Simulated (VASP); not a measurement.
Set up this calculation in VASP 6.6.1, as the native input.

```
Task                   : relaxation of cell and atoms
Functional             : PBE
Potentials or basis    : VASP PAW PBE potentials, release 64 (Zn, S)
Cutoff                 : 600 eV
k mesh                 : 10 × 10 × 10
Occupations            : gaussian, width 0.02 eV
Spin                   : no spin polarisation
Dipole correction      : no
Further INCAR settings : ALGO = Normal; EDIFF = 1e-07; IBRION = 2; EDIFFG = -0.002; NSW = 100; ISIF = 3
```

The structure of ZnS (base) lies in POSCAR:

```
ZnS
1.0
    0.0000000000      2.6936828800      2.6936828800
    2.6936828800      0.0000000000      2.6936828800
    2.6936828800      2.6936828800      0.0000000000
Zn S
1 1
Direct
    0.0000000000      0.0000000000      0.0000000000
    0.7500000000      0.7500000000      0.7500000000
```

These files were run (other wordings do the same):

INCAR

```
  PREC = Accurate
  ENCUT = 600
  EDIFF = 1E-7
  ISMEAR = 0
  SIGMA = 0.02
  LREAL = F
  LASPH = T
  NELM = 80
  ALGO = Normal
  ISIF = 3
  LWAVE = F
  LCHARG = F
  GGA = PE
  IBRION = 2
  NSW = 100
  EDIFFG = -0.002
```

KPOINTS

```
Automatic mesh
0
Gamma
  10 10 10
```

Potentials or basis: VASP PAW PBE potentials, release 64 (Zn, S).

The run is started by

```bash
$ cat potpaw_PBE.64/Zn/POTCAR potpaw_PBE.64/S/POTCAR > POTCAR
$ mpirun -np 1 vasp_std > vasp.out
```

Results of the run:

```
Relaxed volume                         : 20.20 Å³/atom
Relaxed cell                           : a = 3.852 Å, b = 3.852 Å, c = 3.852 Å, α = 60.00°, β = 60.00°, γ = 60.00°
Space group after relaxing (to 0.05 Å) : F-43m (No. 216)
Energy gained by relaxing              : 4.9 meV/atom
Ionic steps                            : 3
Pressure after relaxing                : 0.0 GPa
Band gap on the k mesh                 : 2.01 eV, direct
```

Run time: 59 s on 1 thread of Intel(R) Xeon(R) Platinum 8375C CPU @ 2.90GHz (Ice Lake) (shared host), peak memory 0.18 GiB.
